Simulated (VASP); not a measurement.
Wanted: the native input for a VASP 6.6.1 run.

| Property | Result |
| --- | --- |
| Task | relaxation of cell and atoms |
| Functional | PBEsol |
| Potentials or basis | VASP PAW PBE potentials, release 64 (Co, O) |
| Cutoff | 600 eV |
| k mesh | 12 × 12 × 12 |
| Occupations | fermi-dirac, width 0.05 eV |
| Spin | collinear spin, ferromagnetic start |
| Starting moments | [2.0, 0.0] μB |
| Target pressure | 10 GPa |
| Dipole correction | no |
| Further INCAR settings | ALGO = Normal; EDIFF = 1e-06; IBRION = 2; EDIFFG = -0.005; NSW = 80; ISIF = 3 |

The structure of CoO lies in POSCAR:

```
CoO
1.0
   -1.5080000000      1.5080000000      2.1072475377
    1.5080000000     -1.5080000000      2.1072475377
    1.5080000000      1.5080000000     -2.1072475377
Co O
1 1
Direct
    0.0000000000      0.0000000000      0.0000000000
    0.5000000000      0.5000000000      0.0000000000
```

The input as run:

INCAR

```
PREC     = Accurate       # precision mode
ENCUT    = 600            # plane-wave cutoff, eV
EDIFF    = 1E-6           # SCF threshold, eV
ISMEAR   = -1             # smearing method
SIGMA    = 0.05           # smearing width, eV
LREAL    = F              # projectors in reciprocal space
LASPH    = T              # aspherical terms in the spheres
NELM     = 150            # most SCF steps
ALGO     = Normal         # electronic algorithm
ISIF     = 3              # what is computed and relaxed
LWAVE    = F              # write WAVECAR
LCHARG   = F              # write CHGCAR
ISPIN    = 2              # spin polarisation
MAGMOM   = 2 0            # initial moments
LORBIT   = 11             # projections on sites
LMAXMIX  = 4              # l up to which the mixer works
GGA      = PS             # functional
IBRION   = 2              # ionic algorithm
NSW      = 80             # ionic steps
EDIFFG   = -0.005         # ionic threshold
PSTRESS  = 100.0
```

KPOINTS

```
Automatic mesh
0
Gamma
  12 12 12
```

Potentials or basis: VASP PAW PBE potentials, release 64 (Co, O).

Command:

```bash
$ cat potpaw_PBE.64/Co/POTCAR potpaw_PBE.64/O/POTCAR > POTCAR
$ mpirun -np 1 vasp_std > vasp.out
```

Results of the run:

```yaml
Relaxed_volume: 8.51 Å³/atom
Relaxed_cell: a = 2.887 Å, b = 2.887 Å, c = 2.887 Å, α = 120.00°, β = 120.00°, γ = 90.00°
Space_group_after_relaxing_to_0.05_Å: Fm-3m (No. 225)
Energy_change_on_relaxing_the_enthalpy_is_what_falls: -5.2 meV/atom
Ionic_steps: 9
Pressure_after_relaxing: 10.1 GPa
Net_moment: 2.38 μB per cell
Site_moments: Co +2.14; O +0.20 μB
Valence_electrons_inside_the_program's_atomic_spheres: Co 8.07; O 5.00
```

Caveat: the cell is relaxed towards a set pressure, so the enthalpy falls and the energy may rise; the PAW data sets were made with another functional, which shifts forces and pressure a little; a cell with one magnetic atom can't hold antiferromagnetic order, which such compounds often take.

Run time: 15 min on 1 thread of Oxide Virtual Turin-like Processor (shared host), peak memory 0.19 GiB.
